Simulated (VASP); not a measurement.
# Al (I4/mmm) in VASP: further runs

Al is run at these levels: PBE; tasks: single point.

Program: VASP 6.6.1. These are calculated values, not measurements. Logs are shortened: lines on timing, memory, paths and dates and some standing lists are left out, and cuts for length are marked.

### Step 1. The cell of the first run

Symmetry: I4/mmm, No. 139, tetragonal system. The conventional cell has a = 2.835 Å, b = 2.835 Å, c = 4.438 Å, α = 90.00°, β = 90.00°, γ = 90.00°. Within 3.7 Å of Al (site symmetry 4/mmm) lie 12 Al at 2.83 to 2.99 Å.

### Step 2. Single point, PBE (volume 17.831 Å^3 an atom, c/a of the conventional cell 1.5658)

Input file INCAR:

```
PREC = Accurate
ENCUT = 520
EDIFF = 1E-6
ISMEAR = 0
SIGMA = 0.15
LREAL = F
LASPH = T
NELM = 80
ALGO = Normal
ISIF = 2
LWAVE = F
LCHARG = T
GGA = PE
LELF = T
LVHAR = T
NBANDS = 8
```

Input file KPOINTS:

```
regular mesh
0
Gamma
  22 22 22
```

Input file POSCAR:

```
Al
1.0
   -1.4172935368      1.4172935368      2.2191982200
    1.4172935368     -1.4172935368      2.2191982200
    1.4172935368      1.4172935368     -2.2191982200
Al
1
Direct
    0.0000000000      0.0000000000      0.0000000000
```

Potentials or basis: VASP PAW PBE potentials, release 64 (Al).

On the command line:

```console
$ cat potpaw_PBE.64/Al/POTCAR > POTCAR
$ mpirun -np 1 vasp_std > vasp.out
```

OUTCAR:

```text
PREC = Accurate
   ENCUT = 520
   EDIFF = 1E-6
   ISMEAR = 0
   LREAL = F
   LASPH = T
   NELM = 80
   ISIF = 2
   GGA = PE

 ion  position               nearest neighbor table
   1  0.000  0.000  0.000-

  LATTYP: Found a body centered tetragonal cell.
 ALAT       =     2.8345870736
 C/A-ratio  =     1.5658000001

  Lattice vectors:

 A1 = (  -1.4172935368,   1.4172935368,   2.2191982200)
 A2 = (   1.4172935368,  -1.4172935368,   2.2191982200)
 A3 = (   1.4172935368,   1.4172935368,  -2.2191982200)

Analysis of symmetry for initial positions (statically):
=====================================================================
 Subroutine PRICEL returns:
 Original cell was already a primitive cell.

 Routine SETGRP: Setting up the symmetry group for a
 body centered tetragonal supercell.

 Subroutine GETGRP returns: Found 16 space group operations
 (whereof 16 operations were pure point group operations)
 out of a pool of 16 trial point group operations.

The static configuration has the point symmetry D_4h.

Analysis of symmetry for dynamics (positions and initial velocities):
=====================================================================
 Subroutine PRICEL returns:
 Original cell was already a primitive cell.

 Routine SETGRP: Setting up the symmetry group for a
 body centered tetragonal supercell.

 Subroutine GETGRP returns: Found 16 space group operations
 (whereof 16 operations were pure point group operations)
 out of a pool of 16 trial point group operations.

The dynamic configuration has the point symmetry D_4h.

 Subroutine INISYM returns: Found 16 space group operations
 (whereof 16 operations are pure point group operations),
 and found     1 'primitive' translations

----------------------------------------------------------------------------------------

                                     Primitive cell

  volume of cell :      17.8310

  direct lattice vectors                    reciprocal lattice vectors
    -1.417293537  1.417293537  2.219198220     0.000000000  0.352785070  0.225306597
     1.417293537 -1.417293537  2.219198220     0.352785070  0.000000000  0.225306597
     1.417293537  1.417293537 -2.219198220     0.352785070  0.352785070  0.000000000

  length of vectors
     2.990364974  2.990364974  2.990364974     0.418593321  0.418593321  0.498913431

  position of ions in fractional coordinates (direct lattice)
     0.000000000  0.000000000  0.000000000

  ion indices of the primitive-cell ions
   primitive index   ion index
                 1           1

----------------------------------------------------------------------------------------

 KPOINTS: regular mesh

Automatic generation of k-mesh.
 Grid dimensions read from file:
 generate k-points for:   22   22   22

 Generating k-lattice:

  Cartesian coordinates                     Fractional coordinates (reciprocal lattice)
     0.000000000  0.016035685  0.010241209     0.045454545  0.000000000  0.000000000
     0.016035685  0.000000000  0.010241209     0.000000000  0.045454545  0.000000000
     0.016035685  0.016035685  0.000000000     0.000000000  0.000000000  0.045454545

  Length of vectors
     0.019026969  0.019026969  0.022677883

  Shift w.r.t. Gamma in fractional coordinates (k-lattice)
     0.000000000  0.000000000  0.000000000

 Subroutine IBZKPT returns following result:
 ===========================================

 Found    834 irreducible k-points:

 Following reciprocal coordinates:
            Coordinates               Weight
  0.000000  0.000000  0.000000      1.000000
  0.045455 -0.000000  0.000000      8.000000
  0.090909 -0.000000  0.000000      8.000000
  0.136364 -0.000000  0.000000      8.000000
  0.181818 -0.000000  0.000000      8.000000
  0.227273 -0.000000  0.000000      8.000000
[... 16 lines left out ...]
  0.500000  0.045455  0.000000     16.000000
 -0.454545  0.045455 -0.000000     16.000000
 [... further k-points ...]
   k-points           NKPTS =    834   k-points in BZ     NKDIM =    834   number of bands    NBANDS=      8
   number of dos      NEDOS =    301   number of ions     NIONS =      1
   total plane-waves  NPLWV =  13824
   dimension x,y,z NGX =    24 NGY =   24 NGZ =   24
   dimension x,y,z NGXF=    48 NGYF=   48 NGZF=   48
   ions per type =               1
   NGX,Y,Z   is equivalent  to a cutoff of  13.34, 13.34, 13.34 a.u.
   NGXF,Y,Z  is equivalent  to a cutoff of  26.69, 26.69, 26.69 a.u.
 SYSTEM =  unknown system
   PREC   = accura    normal or accurate (medium, high low for compatibility)
   ISTART =      0    job   : 0-new  1-cont  2-samecut
   ICHARG =      2    charge: 1-file 2-atom 10-const
   ISPIN  =      1    spin polarized calculation?
   LNONCOLLINEAR =      F non collinear calculations
   LSORBIT =      F    spin-orbit coupling
   LASPH  =      T    aspherical Exc in radial PAW
   ENCUT  =  520.0 eV  38.22 Ry    6.18 a.u.   5.56  5.56  5.56*2*pi/ulx,y,z
   NELM   =     80;   NELMIN=  2; NELMDL= -5     # of ELM steps
   EDIFF  = 0.1E-05   stopping-criterion for ELM
   LREAL  =      F    real-space projection
   EDIFFG = 0.1E-04   stopping-criterion for IOM
   NSW    =      0    number of steps for IOM
   IBRION =     -1    ionic relax: 0-MD 1-quasi-New 2-CG
   NFREE  =      0    steps in history (QN), initial steepest desc. (CG)
   ISIF   =      2    stress and relaxation
   ISYM   =      2    0-nonsym 1-usesym 2-fastsym
   POTIM  = 0.5000    time-step for ionic-motion
   TEBEG  =    0.0;   TEEND  =   0.0 temperature during run
   PSTRESS=    0.0 pullay stress
   NELECT =       3.0000    total number of electrons
   NUPDOWN=      -1.0000    fix difference up-down
   EMIN   =  10.00;   EMAX   =-10.00  energy-range for DOS
   EFERMI =   0.00;   METHOD = LEGACY
   ISMEAR =     0;   SIGMA  =   0.15  broadening in eV -4-tet -1-fermi 0-gaus
   EFERMI_NEDOS =   21; number of points for ismear=-14 and -15
   IALGO  =     38    algorithm
   IMIX   =      4    mixing-type and parameters
     AMIX     =   0.40;   BMIX     =  1.00
     AMIX_MAG =   1.60;   BMIX_MAG =  1.00
  volume/ion in A,a.u.               =      17.83       120.33
  Fermi-wavevector in a.u.,A,eV,Ry     =   0.903767  1.707873 11.113178  0.816796
  Thomas-Fermi vector in A             =   2.027133
   LORBIT       =      0    0 simple, 1 ext, 2 COOP (PROOUT), +10 PAW based schemes
   GGA     = PE    functional components
   LHFCALC =     F    Hartree Fock is set to
   AEXX    =    0.0000 exact exchange contribution
   IVDW    =     0    specifies the selected vdW correction
   LEPSILON=     F    determine dielectric tensor
   LRPA    =     F    only Hartree local field effects (RPA)
 non-spin polarized calculation
 Gauss-broadening in eV      SIGMA  =   0.15
  energy-cutoff  :      520.00
  volume of cell :       17.83
 maximum number of plane-waves:       493
   NGX = 11   NGY = 11   NGZ = 11

 number of electron       3.0000000 magnetization

 Free energy of the ion-electron system (eV)
  ---------------------------------------------------
  ext. energy  EPLUGINS =         0.00000000
  ---------------------------------------------------
  free energy    TOTEN  =        -3.71133359 eV

  energy without entropy =       -3.70643771  energy(sigma->0) =       -3.70888565

 E-fermi :   7.2138     XC(G=0):  -9.9183

 val. band max:        7.2134577068   @ k =  -0.3636  -0.3636   0.0909
 cond. band min:       7.2150816491   @ k =   0.2727   0.2273   0.0909
 fundamental gap:      0.0016239423
 Fermi energy:         7.2138407947

 k-point     1 :       0.0000    0.0000    0.0000
  band No.  band energies     occupation
      1      -3.3950      2.00000
      2      18.7935      0.00000
      3      19.9024      0.00000
      4      19.9024      0.00000
      5      20.3200      0.00000
      6      20.3200      0.00000
      7      20.4545      0.00000
      8      23.2793      0.00000

 k-point     2 :       0.0455   -0.0000    0.0000
  band No.  band energies     occupation
      1      -3.3414      2.00000
      2      18.0846      0.00000
      3      19.0685      0.00000
      4      19.5416      0.00000
      5      20.6885      0.00000
      6      20.7685      0.00000
      7      21.0395      0.00000
      8      23.0101      0.00000

 k-point     3 :       0.0909   -0.0000    0.0000
  band No.  band energies     occupation
      1      -3.1808      2.00000
      2      16.5064      0.00000
      3      18.4072      0.00000
      4      19.1162      0.00000
      5      21.1141      0.00000
      6      21.2310      0.00000
      7      21.4535      0.00000
      8      22.6739      0.00000

 k-point     4 :       0.1364   -0.0000    0.0000
  band No.  band energies     occupation
      1      -2.9134      2.00000
      2      14.7718      0.00000
      3      17.8678      0.00000
      4      18.7698      0.00000
      5      20.8214      0.00000
      6      21.2184      0.00000
      7      22.2157      0.00000
      8      23.0644      0.00000

 k-point     5 :       0.1818   -0.0000    0.0000
  band No.  band energies     occupation
      1      -2.5398      2.00000
      2      13.0445      0.00000
      3      17.4092      0.00000
      4      18.5115      0.00000
      5      20.1534      0.00000
      6      21.1309      0.00000
      7      22.9628      0.00000
      8      23.9692      0.00000

 k-point     6 :       0.2273   -0.0000    0.0000
  band No.  band energies     occupation
      1      -2.0609      2.00000
      2      11.3668      0.00000
      3      17.0308      0.00000
      4      18.3433      0.00000
      5      19.4537      0.00000
      6      21.0536      0.00000
      7      23.1151      0.00000
      8      24.6180      0.00000

 k-point     7 :       0.2727   -0.0000    0.0000
  band No.  band energies     occupation
      1      -1.4776      2.00000
      2       9.7568      0.00000
      3      16.7338      0.00000
      4      18.2656      0.00000
      5      18.8028      0.00000
      6      21.0272      0.00000
      7      22.4390      0.00000
      8      25.4523      0.00000

 k-point     8 :       0.3182   -0.0000    0.0000
  band No.  band energies     occupation
      1      -0.7910      2.00000
      2       8.2238      0.00000
      3      16.5184      0.00000
      4      18.2271      0.00000
      5      18.2784      0.00000
      6      21.0724      0.00000
      7      21.6686      0.00000
      8      24.6917      0.00000

 k-point     9 :       0.3636   -0.0000    0.0000
  band No.  band energies     occupation
      1      -0.0025      2.00000
      2       6.7739      1.99997
      3      16.3827      0.00000
      4      17.7400      0.00000
      5      18.3812      0.00000
      6      20.9507      0.00000
      7      21.2001      0.00000
      8      23.9589      0.00000

 k-point    10 :       0.4091   -0.0000    0.0000
  band No.  band energies     occupation
      1       0.8864      2.00000
      2       5.4111      2.00000
      3      16.3206      0.00000
      4      17.3540      0.00000
      5      18.5720      0.00000
      6      20.3135      0.00000
      7      21.4140      0.00000
      8      23.2988      0.00000
[... 78 lines left out ...]
 k-point    18 :       0.2727    0.0455    0.0000
  band No.  band energies     occupation
      1      -1.2406      2.00000
      2       9.3436      0.00000
      3      16.6141      0.00000
      4      17.6193      0.00000
      5      18.3253      0.00000
      6      21.3762      0.00000
      7      22.1176      0.00000
      8      25.2412      0.00000

 k-point    19 :       0.3182    0.0455    0.0000
  band No.  band energies     occupation
      1      -0.5246      2.00000
      2       7.8369      0.00000
      3      16.5436      0.00000
      4      17.1963      0.00000
      5      18.1237      0.00000
      6      21.3005      0.00000
      7      21.4762      0.00000
      8      25.3827      0.00000

 k-point    20 :       0.3636    0.0455    0.0000
  band No.  band energies     occupation
      1       0.2930      2.00000
      2       6.4136      2.00000
      3      16.4510      0.00000
      4      16.8968      0.00000
      5      18.0844      0.00000
      6      20.6212      0.00000
      7      21.5906      0.00000
      8      24.7317      0.00000

 k-point    21 :       0.4091    0.0455    0.0000
  band No.  band energies     occupation
      1       1.2104      2.00000
      2       5.0779      2.00000
      3      16.2204      0.00000
      4      16.8718      0.00000
      5      18.1768      0.00000
      6      20.0002      0.00000
      7      21.8151      0.00000
      8      24.1147      0.00000

 k-point    22 :       0.4545    0.0455    0.0000
  band No.  band energies     occupation
      1       2.2261      2.00000
      2       3.8330      2.00000
      3      15.9709      0.00000
      4      17.0154      0.00000
      5      18.3887      0.00000
      6      19.4690      0.00000
      7      22.1161      0.00000
      8      23.5860      0.00000

 k-point    23 :       0.5000    0.0455    0.0000
  band No.  band energies     occupation
      1       2.6808      2.00000
      2       3.3388      2.00000
      3      15.7839      0.00000
      4      17.2521      0.00000
      5      18.7003      0.00000
      6      19.0459      0.00000
      7      22.4307      0.00000
      8      23.2179      0.00000

 k-point    24 :      -0.4545    0.0455   -0.0000
  band No.  band energies     occupation
      1       1.6248      2.00000
      2       4.5450      2.00000
      3      15.6772      0.00000
      4      17.5668      0.00000
      5      18.6554      0.00000
      6      19.1856      0.00000
      7      22.4638      0.00000
      8      23.3064      0.00000

 [... further k-points ...]

------------------------ aborting loop because EDIFF is reached ----------------------------------------

  FORCE on cell =-STRESS in cart. coord.  units (eV):
  Direction    XX          YY          ZZ          XY          YZ          ZX
  --------------------------------------------------------------------------------------
  -------------------------------------------------------------------------------------
  Total       -0.3638777     -0.3638777     -0.7684006      0.0000000     -0.0000000      0.0000000
  in kB      -32.6956759    -32.6956759    -69.0434668      0.0000000     -0.0000000      0.0000000
  external PRESSURE =     -44.8116062 kB  Pullay stress =       0.0000000 kB

 VOLUME and BASIS-vectors are now :
 -----------------------------------------------------------------------------
  energy-cutoff  :      520.00
  volume of cell :       17.83
      direct lattice vectors                 reciprocal lattice vectors
    -1.417293537  1.417293537  2.219198220     0.000000000  0.352785070  0.225306597
     1.417293537 -1.417293537  2.219198220     0.352785070  0.000000000  0.225306597
     1.417293537  1.417293537 -2.219198220     0.352785070  0.352785070  0.000000000

 POSITION                                       TOTAL-FORCE (eV/Angst)
 -----------------------------------------------------------------------------------
      0.00000      0.00000      0.00000         0.000000     -0.000000      0.000000
 -----------------------------------------------------------------------------------
    total drift:                                0.000000      0.000000      0.000000

  FREE ENERGIE OF THE ION-ELECTRON SYSTEM (eV)
  ---------------------------------------------------
  free  energy   TOTEN  =        -3.7113335880 eV

  energy  without entropy=       -3.7064377078  energy(sigma->0) =       -3.70888565
```

It took 31 s on 1 thread of Intel Xeon Platinum 8559C (Emerald Rapids), shared host; peak memory 0.22 GiB.

What came out:

- Free energy: -3.7113 eV
- Pressure: -4.5 GPa

Levels at points of the mesh, in eV from the Fermi level:
```csv
k point,band 1,band 2,band 3,band 4,band 5
"(0.00, 0.00, 0.00)",-10.61,11.58,12.69,12.69,13.11
"(0.50, 0.00, 0.00)",-4.27,-4.24,9.11,9.78,11.86
"(0.50, 0.50, 0.00)",-2.26,-0.90,4.38,4.99,5.13
"(0.50, 0.50, 0.50)",-3.55,-2.92,6.00,6.47,6.47
```

### Step 3. Single point, PBE (volume 17.831 Å^3 an atom, c/a of the conventional cell 0.8612)

INCAR is that of step 2.

Input file KPOINTS:

```
Automatic mesh
0
Gamma
  22 22 22
```

Input file POSCAR:

```
Al
1.0
   -1.7298318766      1.7298318766      1.4897312121
    1.7298318766     -1.7298318766      1.4897312121
    1.7298318766      1.7298318766     -1.4897312121
Al
1
Direct
    0.0000000000      0.0000000000      0.0000000000
```

Potentials or basis: VASP PAW PBE potentials, release 64 (Al).

On the command line:

```console
$ cat potpaw_PBE.64/Al/POTCAR > POTCAR
$ mpirun -np 1 vasp_std > vasp.out
```

It took 28 s on 1 thread of Intel Xeon Platinum 8559C (Emerald Rapids), shared host; peak memory 0.22 GiB.

Results (log left out):

- Free energy: -3.6600 eV
- Pressure: -3.3 GPa

Stress tensor (GPa, compression positive):
```
-2.68  0.00  0.00
 0.00 -2.68  0.00
 0.00  0.00 -4.47
```

Levels at points of the mesh, in eV from the Fermi level:
```tsv
k point	band 1	band 2	band 3	band 4	band 5
(0.00, 0.00, 0.00)	-10.59	10.77	12.38	12.38	13.71
(0.50, 0.00, 0.00)	-3.74	-3.20	6.93	7.26	8.40
(0.50, 0.50, 0.00)	-4.64	-4.42	9.72	10.44	11.87
(0.50, 0.50, 0.50)	0.55	0.55	2.07	2.43	4.69
```
